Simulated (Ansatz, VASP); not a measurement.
**One calculation of RbP2N2, two programs**

```
Rb P N
1.0
     2.88858    0.00000    0.00000
     0.00000    4.98381    0.00000
    -0.72215   -1.24595    5.65213
Rb P N
1 2 2
Direct
  0.64592 0.12466 0.50637
  0.02191 0.00065 0.01032
  0.52191 0.50065 0.01032
  0.49205 0.16806 0.00000
  0.99205 0.66806 0.00000
```

Alike in both runs: task single point; functional PBE; k mesh 6 × 4 × 4; occupations gaussian, width 0.1 eV; collinear spin.

```csv
,VASP,Ansatz
version,VASP 6.6.1,Ansatz 0.2.0
potentials or method,"VASP PAW PBE potentials, release 64 (Rb_sv, P, N), cutoff 520 eV","scalar-relativistic, plane waves, PAW"
valence electrons in the cell,29,29
```

Ansatz gave:

```
gap on the k mesh at the Fermi level (eV) : none
rms of the force components (eV/Å)        : 1.221
net moment per atom (μB)                  : 0.00
```

Q: Estimate VASP's values.

A: gap on the k mesh at the Fermi level (eV): none; rms of the force components (eV/Å): 1.205; net moment per atom (μB): 0.00.

Atom by atom the forces differ by 0.019 eV/Å (rms over components). A gap of «none» marks a metal or a gap that the smearing closes. Ansatz's warnings: seeded moment not kept.

The k mesh is coarse, so the values compare programs but aren't converged.
